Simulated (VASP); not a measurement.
The system is C.

```
C
1.0
     0.00000    1.77690    1.70583
     1.77690    0.00000    1.70583
     1.77690    1.77690    0.00000
C
2
Direct
  0.50000 0.50000 0.50000
  0.75000 0.75000 0.75000
```

This cell differs from its parent crystal: strain +0.000 along x and y, -0.040 along z.

Base run:

```yaml
Program: VASP 6.6.1
Functional: PBEsol
Potentials_or_basis: VASP PAW PBE potentials, release 64 (C)
Cutoff: 520 eV
k_mesh: 12 × 12 × 12
Occupations: gaussian, width 0.05 eV
Spin: no spin polarisation
```

Its results: band gap on the k mesh 3.11 eV, indirect (least direct gap 4.95 eV); pressure 21.1 GPa.

Problem. The run is repeated on the same cell with these changes: potentials or basis from VASP PAW PBE potentials, release 64 (C) to VASP PAW PBE potentials, release 64 (C_h); cutoff from 520 eV to 910 eV. What comes out?

Solution. Band gap on the k mesh 3.11 eV, indirect (least direct gap 4.96 eV); pressure 19.8 GPa.

Caveats: the PAW data sets were made with another functional, which shifts forces and pressure a little; the cutoff is under 1.25 times the usual one of these potentials, so pressure, stress and relaxed cells hold a basis-set (Pulay) error (some runs).

A k mesh can miss the band edges.
